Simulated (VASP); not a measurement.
Write the native input for VASP 6.6.1 that does the following.

* Task: single point
* Functional: LDA
* Potentials or basis: VASP PAW LDA potentials, release 64 (Si, C)
* Cutoff: 600 eV
* k mesh: 12 × 12 × 4
* Occupations: gaussian, width 0.01 eV
* Spin: no spin polarisation
* Dipole correction: no
* Further INCAR settings: ALGO = Normal; EDIFF = 1e-06; NBANDS = 26

The structure of SiC lies in POSCAR:

```
SiC
1.0
    3.0584217985     -0.0000000029      0.0000000000
   -1.5292108968      2.6486709744      0.0000000000
    0.0000000000      0.0000000000     10.0121483264
Si C
4 4
Direct
    0.6666666667      0.3333333333      0.9378414617
    0.3333333333      0.6666666667      0.4378414617
    0.0000000000      0.0000000000      0.6879005816
    0.0000000000      0.0000000000      0.1879005816
    0.6666666667      0.3333333333      0.7498077831
    0.3333333333      0.6666666667      0.2498077831
    0.0000000000      0.0000000000      0.5004491737
    0.0000000000      0.0000000000      0.0004491737
```

The input as run:

INCAR

```
SYSTEM = SiC
ALGO = Normal
EDIFF = 1E-6
ENCUT = 600
GGA = CA
GGA_COMPAT = .FALSE.
ISIF = 2
ISMEAR = 0
LASPH = .TRUE.
LCHARG = .FALSE.
LREAL = .FALSE.
LWAVE = .FALSE.
NBANDS = 26
NELM = 120
PREC = Accurate
SIGMA = 0.01
```

KPOINTS

```
k-points
0
G
  12 12 4
  0 0 0
```

Potentials or basis: VASP PAW LDA potentials, release 64 (Si, C).

Launch:

```bash
$ cat potpaw_LDA.64/Si/POTCAR potpaw_LDA.64/C/POTCAR > POTCAR
$ mpirun -np 1 vasp_std > vasp.out
```

It gave:

- Pressure: 0.2 GPa
- Band gap on the k mesh: 2.17 eV, indirect (least direct gap 3.30 eV)

Wall time 3.7 min on 1 thread of AMD EPYC 7R13, on a shared host, peak memory 0.21 GiB.
